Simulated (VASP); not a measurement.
# AlGa3P4 (I-42m) in VASP: single point with PBE

Aim: the single point of AlGa3P4 with PBE.

All numbers are computed with VASP 6.6.1; they aren't measurements. Logs are shortened: lines on timing, memory, paths and dates and some standing lists are left out, and cuts for length are marked.

**1. The cell of the first run**

Symmetry: I-42m, No. 121, tetragonal system. Conventional cell: a = 5.507 Å, b = 5.507 Å, c = 11.014 Å, α = 90.00°, β = 90.00°, γ = 90.00°. Within 3.1 Å of Al (site symmetry -42m) lie 4 P at 2.38 Å. Ga (site symmetry -4) has 4 P at 2.39 Å within 3.2 Å. Within 3.2 Å of Ga (site symmetry -42m) lie 4 P at 2.39 Å. P (site symmetry m) has 1 Al at 2.38 Å and 3 Ga at 2.39 Å within 3.1 Å.

**2. Single point, PBE**

Contents of INCAR:

```
SYSTEM = AlGa3P4
  PREC = Accurate
  ENCUT = 520
  EDIFF = 1E-6
  ISMEAR = 0
  SIGMA = 0.02
  LREAL = .FALSE.
  LASPH = .TRUE.
  NELM = 60
  ALGO = Normal
  ISIF = 2
  LWAVE = .FALSE.
  LCHARG = .FALSE.
  GGA = PE
  NBANDS = 41
```

Contents of KPOINTS:

```
regular mesh
0
G
  8 8 8
  0 0 0
```

Contents of POSCAR:

```
AlGa3P4
1.0
   -2.7536303004      2.7536303004      5.5070789211
    2.7536303004     -2.7536303004      5.5070789211
    2.7536303004      2.7536303004     -5.5070789211
Al Ga P
1 3 4
Direct
    0.0000000000      0.0000000000      0.0000000000
    0.7500000000      0.2500000000      0.5000000000
    0.5000000000      0.5000000000      0.0000000000
    0.2500000000      0.7500000000      0.5000000000
    0.3743506486      0.3743506486      0.4992189821
    0.1248683335      0.6256493514      0.0000000000
    0.8751316665      0.8751316665      0.5007810179
    0.6256493514      0.1248683335      0.0000000000
```

Potentials or basis: VASP PAW PBE potentials, release 64 (Al, Ga_d, P).

Command:

```console
> cat potpaw_PBE.64/Al/POTCAR potpaw_PBE.64/Ga_d/POTCAR potpaw_PBE.64/P/POTCAR > POTCAR
> mpirun -np 1 vasp_std > vasp.out
```

OUTCAR:

```text
SYSTEM = AlGa3P4
   PREC = Accurate
   ENCUT = 520
   EDIFF = 1E-6
   ISMEAR = 0
   LREAL = .FALSE.
   LASPH = .TRUE.
   NELM = 60
   ISIF = 2
   GGA = PE

 ion  position               nearest neighbor table
   1  0.000  0.000  0.000-   7 2.38   6 2.38   5 2.38   8 2.38
   2  0.750  0.250  0.500-   5 2.39   6 2.39   7 2.39   8 2.39
   3  0.500  0.500  0.000-   7 2.39   6 2.39   8 2.39   5 2.39
   4  0.250  0.750  0.500-   5 2.39   7 2.39   8 2.39   6 2.39
   5  0.374  0.374  0.499-   1 2.38   3 2.39   2 2.39   4 2.39
   6  0.125  0.626  0.000-   1 2.38   3 2.39   4 2.39   2 2.39
   7  0.875  0.875  0.501-   1 2.38   3 2.39   4 2.39   2 2.39
   8  0.626  0.125  0.000-   1 2.38   3 2.39   2 2.39   4 2.39

  LATTYP: Found a body centered tetragonal cell.
 ALAT       =     5.5072606008
 C/A-ratio  =     1.9999340218

  Lattice vectors:

 A1 = (  -2.7536303004,   2.7536303004,   5.5070789211)
 A2 = (   2.7536303004,  -2.7536303004,   5.5070789211)
 A3 = (   2.7536303004,   2.7536303004,  -5.5070789211)

Analysis of symmetry for initial positions (statically):
=====================================================================
 Subroutine PRICEL returns:
 Original cell was already a primitive cell.

 Routine SETGRP: Setting up the symmetry group for a
 body centered tetragonal supercell.

 Subroutine GETGRP returns: Found  8 space group operations
 (whereof  8 operations were pure point group operations)
 out of a pool of 16 trial point group operations.

The static configuration has the point symmetry D_2d.

Analysis of symmetry for dynamics (positions and initial velocities):
=====================================================================
 Subroutine PRICEL returns:
 Original cell was already a primitive cell.

 Routine SETGRP: Setting up the symmetry group for a
 body centered tetragonal supercell.

 Subroutine GETGRP returns: Found  8 space group operations
 (whereof  8 operations were pure point group operations)
 out of a pool of 16 trial point group operations.

The dynamic configuration has the point symmetry D_2d.

 Subroutine INISYM returns: Found  8 space group operations
 (whereof  8 operations are pure point group operations),
 and found     1 'primitive' translations

----------------------------------------------------------------------------------------

                                     Primitive cell

  volume of cell :     167.0293

  direct lattice vectors                    reciprocal lattice vectors
    -2.753630300  2.753630300  5.507078921     0.000000000  0.181578478  0.090792234
     2.753630300 -2.753630300  5.507078921     0.181578478  0.000000000  0.090792234
     2.753630300  2.753630300 -5.507078921     0.181578478  0.181578478  0.000000000

  length of vectors
     6.744840836  6.744840836  6.744840836     0.203012250  0.203012250  0.256790747

  position of ions in fractional coordinates (direct lattice)
     0.000000000  0.000000000  0.000000000
     0.750000000  0.250000000  0.500000000
     0.500000000  0.500000000  0.000000000
     0.250000000  0.750000000  0.500000000
     0.374350649  0.374350649  0.499218982
     0.124868333  0.625649351  0.000000000
     0.875131667  0.875131667  0.500781018
     0.625649351  0.124868333  0.000000000

  ion indices of the primitive-cell ions
   primitive index   ion index
                 1           1
                 2           2
                 3           3
                 4           4
                 5           5
                 6           6
                 7           7
                 8           8

----------------------------------------------------------------------------------------

 KPOINTS: regular mesh

Automatic generation of k-mesh.
 Grid dimensions read from file:
 generate k-points for:    8    8    8

 Generating k-lattice:

  Cartesian coordinates                     Fractional coordinates (reciprocal lattice)
     0.000000000  0.022697310  0.011349029     0.125000000 -0.000000000  0.000000000
     0.022697310  0.000000000  0.011349029    -0.000000000  0.125000000  0.000000000
     0.022697310  0.022697310  0.000000000     0.000000000  0.000000000  0.125000000

  Length of vectors
     0.025376531  0.025376531  0.032098843

  Shift w.r.t. Gamma in fractional coordinates (k-lattice)
     0.000000000  0.000000000  0.000000000

 Subroutine IBZKPT returns following result:
 ===========================================

 Found     59 irreducible k-points:

 Following reciprocal coordinates:
            Coordinates               Weight
  0.000000  0.000000  0.000000      1.000000
  0.125000 -0.000000  0.000000      8.000000
  0.250000 -0.000000  0.000000      8.000000
  0.375000 -0.000000  0.000000      8.000000
  0.500000 -0.000000  0.000000      4.000000
  0.125000  0.125000  0.000000      8.000000
[... 16 lines left out ...]
  0.250000  0.125000  0.125000     16.000000
  0.375000  0.125000  0.125000      8.000000
 [... further k-points ...]
   k-points           NKPTS =     59   k-points in BZ     NKDIM =     59   number of bands    NBANDS=     41
   number of dos      NEDOS =    301   number of ions     NIONS =      8
   total plane-waves  NPLWV = 125000
   dimension x,y,z NGX =    50 NGY =   50 NGZ =   50
   dimension x,y,z NGXF=   100 NGYF=  100 NGZF=  100
   ions per type =               1   3   4
   NGX,Y,Z   is equivalent  to a cutoff of  12.32, 12.32, 12.32 a.u.
   NGXF,Y,Z  is equivalent  to a cutoff of  24.65, 24.65, 24.65 a.u.
 SYSTEM =  AlGa3P4
   PREC   = accura    normal or accurate (medium, high low for compatibility)
   ISTART =      0    job   : 0-new  1-cont  2-samecut
   ICHARG =      2    charge: 1-file 2-atom 10-const
   ISPIN  =      1    spin polarized calculation?
   LNONCOLLINEAR =      F non collinear calculations
   LSORBIT =      F    spin-orbit coupling
   LASPH  =      T    aspherical Exc in radial PAW
   ENCUT  =  520.0 eV  38.22 Ry    6.18 a.u.  12.54 12.54 12.54*2*pi/ulx,y,z
   NELM   =     60;   NELMIN=  2; NELMDL= -5     # of ELM steps
   EDIFF  = 0.1E-05   stopping-criterion for ELM
   LREAL  =      F    real-space projection
   EDIFFG = 0.1E-04   stopping-criterion for IOM
   NSW    =      0    number of steps for IOM
   IBRION =     -1    ionic relax: 0-MD 1-quasi-New 2-CG
   NFREE  =      0    steps in history (QN), initial steepest desc. (CG)
   ISIF   =      2    stress and relaxation
   ISYM   =      2    0-nonsym 1-usesym 2-fastsym
   POTIM  = 0.5000    time-step for ionic-motion
   TEBEG  =    0.0;   TEEND  =   0.0 temperature during run
   PSTRESS=    0.0 pullay stress
   NELECT =      62.0000    total number of electrons
   NUPDOWN=      -1.0000    fix difference up-down
   EMIN   =  10.00;   EMAX   =-10.00  energy-range for DOS
   EFERMI =   0.00;   METHOD = LEGACY
   ISMEAR =     0;   SIGMA  =   0.02  broadening in eV -4-tet -1-fermi 0-gaus
   EFERMI_NEDOS =   21; number of points for ismear=-14 and -15
   IALGO  =     38    algorithm
   IMIX   =      4    mixing-type and parameters
     AMIX     =   0.40;   BMIX     =  1.00
     AMIX_MAG =   1.60;   BMIX_MAG =  1.00
  volume/ion in A,a.u.               =      20.88       140.90
  Fermi-wavevector in a.u.,A,eV,Ry     =   1.176543  2.223344 18.833918  1.384254
  Thomas-Fermi vector in A             =   2.312905
   LORBIT       =      0    0 simple, 1 ext, 2 COOP (PROOUT), +10 PAW based schemes
   GGA     = PE    functional components
   LHFCALC =     F    Hartree Fock is set to
   AEXX    =    0.0000 exact exchange contribution
   IVDW    =     0    specifies the selected vdW correction
   LEPSILON=     F    determine dielectric tensor
   LRPA    =     F    only Hartree local field effects (RPA)
 non-spin polarized calculation
 Gauss-broadening in eV      SIGMA  =   0.02
  energy-cutoff  :      520.00
  volume of cell :      167.03
 maximum number of plane-waves:      4566
   NGX = 25   NGY = 25   NGZ = 25

 number of electron      61.9999984 magnetization

 Free energy of the ion-electron system (eV)
  ---------------------------------------------------
  ext. energy  EPLUGINS =         0.00000000
  ---------------------------------------------------
  free energy    TOTEN  =       -37.74294730 eV

  energy without entropy =      -37.74294730  energy(sigma->0) =      -37.74294730

 E-fermi :   4.4364     XC(G=0):  -9.5472

 val. band max:        4.3336272552   @ k =   0.0000   0.0000   0.0000
 cond. band min:       5.9619511656   @ k =   0.5000   0.5000   0.0000
 fundamental gap:      1.6283239104
 Fermi energy:         4.4364015980

 k-point     1 :       0.0000    0.0000    0.0000
  band No.  band energies     occupation
      1     -10.1334      2.00000
      2     -10.1211      2.00000
      3     -10.1211      2.00000
      4     -10.0471      2.00000
      5     -10.0471      2.00000
      6     -10.0406      2.00000
[... 33 lines left out ...]
     40       9.1841      0.00000
     41       9.5659      0.00000

 k-point     2 :       0.1250   -0.0000    0.0000
  band No.  band energies     occupation
      1     -10.1313      2.00000
      2     -10.1214      2.00000
      3     -10.1197      2.00000
      4     -10.0501      2.00000
      5     -10.0458      2.00000
      6     -10.0407      2.00000
[... 33 lines left out ...]
     40       9.1380      0.00000
     41       9.6726      0.00000

 k-point     3 :       0.2500   -0.0000    0.0000
  band No.  band energies     occupation
      1     -10.1269      2.00000
      2     -10.1208      2.00000
      3     -10.1158      2.00000
      4     -10.0586      2.00000
      5     -10.0424      2.00000
      6     -10.0402      2.00000
[... 33 lines left out ...]
     40       9.5031      0.00000
     41       9.6691      0.00000

 k-point     4 :       0.3750   -0.0000    0.0000
  band No.  band energies     occupation
      1     -10.1255      2.00000
      2     -10.1163      2.00000
      3     -10.1096      2.00000
      4     -10.0695      2.00000
      5     -10.0385      2.00000
      6     -10.0380      2.00000
[... 825 lines left out ...]
     40       9.5242      0.00000
     41      10.0955      0.00000

 k-point    23 :       0.2500    0.1250    0.1250
  band No.  band energies     occupation
      1     -10.1271      2.00000
      2     -10.1126      2.00000
      3     -10.1046      2.00000
      4     -10.0778      2.00000
      5     -10.0391      2.00000
      6     -10.0379      2.00000
[... 33 lines left out ...]
     40       9.7094      0.00000
     41      10.3603      0.00000

 k-point    24 :       0.3750    0.1250    0.1250
  band No.  band energies     occupation
      1     -10.1272      2.00000
      2     -10.1101      2.00000
      3     -10.1015      2.00000
      4     -10.0832      2.00000
      5     -10.0373      2.00000
      6     -10.0357      2.00000
[... 33 lines left out ...]
     40       9.9540      0.00000
     41      10.0839      0.00000

 [... further k-points ...]

------------------------ aborting loop because EDIFF is reached ----------------------------------------

  FORCE on cell =-STRESS in cart. coord.  units (eV):
  Direction    XX          YY          ZZ          XY          YZ          ZX
  --------------------------------------------------------------------------------------
  -------------------------------------------------------------------------------------
  Total       -0.0356604     -0.0356604     -0.0319394      0.0000000      0.0000000      0.0000000
  in kB       -0.3420620     -0.3420620     -0.3063693      0.0000000      0.0000000      0.0000000
  external PRESSURE =      -0.3301644 kB  Pullay stress =       0.0000000 kB

 VOLUME and BASIS-vectors are now :
 -----------------------------------------------------------------------------
  energy-cutoff  :      520.00
  volume of cell :      167.03
      direct lattice vectors                 reciprocal lattice vectors
    -2.753630300  2.753630300  5.507078921     0.000000000  0.181578478  0.090792234
     2.753630300 -2.753630300  5.507078921     0.181578478  0.000000000  0.090792234
     2.753630300  2.753630300 -5.507078921     0.181578478  0.181578478  0.000000000

 POSITION                                       TOTAL-FORCE (eV/Angst)
 -----------------------------------------------------------------------------------
      0.00000      0.00000      0.00000        -0.000000      0.000000      0.000000
     -0.00000      2.75363      2.75354        -0.000000      0.000000      0.000000
      0.00000      0.00000      5.50708        -0.000000      0.000000      0.000000
      2.75363     -0.00000      2.75354        -0.000000      0.000000      0.000000
      1.37466      1.37466      1.37392        -0.002992     -0.002992     -0.003113
      1.37897     -1.37897      4.13316         0.002992     -0.002992      0.003113
      1.37897      1.37897      6.88100         0.002992      0.002992     -0.003113
     -1.37897      1.37897      4.13316        -0.002992      0.002992      0.003113
 -----------------------------------------------------------------------------------
    total drift:                                0.000008      0.000008     -0.000000

  FREE ENERGIE OF THE ION-ELECTRON SYSTEM (eV)
  ---------------------------------------------------
  free  energy   TOTEN  =       -37.7429472972 eV

  energy  without entropy=      -37.7429472972  energy(sigma->0) =      -37.74294730
```

Run time: 18 min. Hardware: 1 thread of Intel Xeon 8259CL, shared host; peak memory 0.56 GiB.

Results:

```yaml
Free_energy: -37.7429 eV
Pressure: 0.0 GPa
Largest_force: 0.005 eV/Å
Band_gap_on_the_k_mesh: 1.63 eV (least direct gap 1.71 eV)
```

Forces in eV/Å, atoms in the order of the input:
```
Al   0.000  0.000  0.000
Ga   0.000  0.000  0.000
Ga   0.000  0.000  0.000
Ga   0.000  0.000  0.000
P   -0.003 -0.003 -0.003
P    0.003 -0.003  0.003
P    0.003  0.003 -0.003
P   -0.003  0.003  0.003
```

Levels at points of the mesh, in eV from the valence-band top:
| k point | band 29 | band 30 | band 31 | band 32 | band 33 | band 34 |
| --- | --- | --- | --- | --- | --- | --- |
| (0.00, 0.00, 0.00) | -0.01 | 0.00 | 0.00 | 1.71 | 1.78 | 2.14 |
| (0.50, 0.00, 0.00) | -2.09 | -1.17 | -1.08 | 3.25 | 3.30 | 3.67 |
| (0.50, 0.50, 0.00) | -1.01 | -0.95 | -0.94 | 1.63 | 2.00 | 3.23 |
| (0.50, 0.50, 0.50) | -1.57 | -1.45 | -1.45 | 1.70 | 1.70 | 1.75 |
